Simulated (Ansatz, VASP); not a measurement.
**One calculation of HgTe, two programs**

```xyz
2
Lattice="0.0000 3.2235 3.2235 3.2235 0.0000 3.2235 3.2235 3.2235 0.0000" Properties=species:S:1:pos:R:3 pbc="T T T"
Hg    0.0000    0.0000    0.0000
Te    4.8353    4.8353    4.8353
```

Alike in both runs: task single point; functional r2SCAN; k mesh 14 × 14 × 14; occupations gaussian, width 0.15 eV; no spin polarisation.

|  | VASP | Ansatz |
| --- | --- | --- |
| version | VASP 6.6.1 | Ansatz 0.2.0 |
| potentials or method | VASP PAW PBE potentials, release 64 (Hg, Te), cutoff 520 eV | scalar-relativistic, plane waves, PAW |
| valence electrons in the cell | 18 | 36 |

Ansatz gave:

```
gap on the k mesh at the Fermi level (eV) : none
pressure (GPa)                            : 2.7
```

Which values does VASP return?

gap on the k mesh at the Fermi level (eV): none; pressure (GPa): 2.8.

VASP's potentials were made for PBE, not for r2SCAN. A gap of «none» marks a metal or a gap that the smearing closes. VASP's potentials hold 18 valence electrons a cell and Ansatz's 36, so a difference there can come from the potentials and not from the codes.

Spin-orbit coupling is off throughout.
